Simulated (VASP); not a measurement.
A run of VASP 6.6.1 is set up as follows.

File INCAR:

```
SYSTEM = ScF3
ALGO = Normal
EDIFF = 1E-6
ENCUT = 520
ISIF = 2
ISMEAR = 0
LASPH = .TRUE.
LCHARG = .FALSE.
LREAL = .FALSE.
LWAVE = .FALSE.
NBANDS = 24
NELM = 80
PREC = Accurate
SIGMA = 0.05
```

Contents of KPOINTS:

```
k-points
0
G
  6 6 6
  0 0 0
```

File POSCAR:

```
ScF3
1.0
    4.0124500000      0.0000000000      0.0000000000
    0.0000000000      4.0124500000      0.0000000000
    0.0000000000      0.0000000000      4.0124500000
Sc F
1 3
Direct
    0.0000000000      0.0000000000      0.0000000000
    0.5000000000      0.0000000000      0.0000000000
    0.0000000000      0.5000000000      0.0000000000
    0.0000000000      0.0000000000      0.5000000000
```

Potentials or basis: VASP PAW LDA potentials, release 64 (Sc_sv, F).

Launch:

```sh
$ cat potpaw_LDA.64/Sc_sv/POTCAR potpaw_LDA.64/F/POTCAR > POTCAR
$ mpirun -np 1 vasp_std > vasp.out
```

Question: Estimate the band gap on the k mesh.

Answer: 6.18 eV, indirect (least direct gap 6.72 eV).

Question: What does it give for the pressure?

Answer: -2.3 GPa.

A k mesh can miss the band edges. As with any semilocal functional, this LDA gap is likely too small.
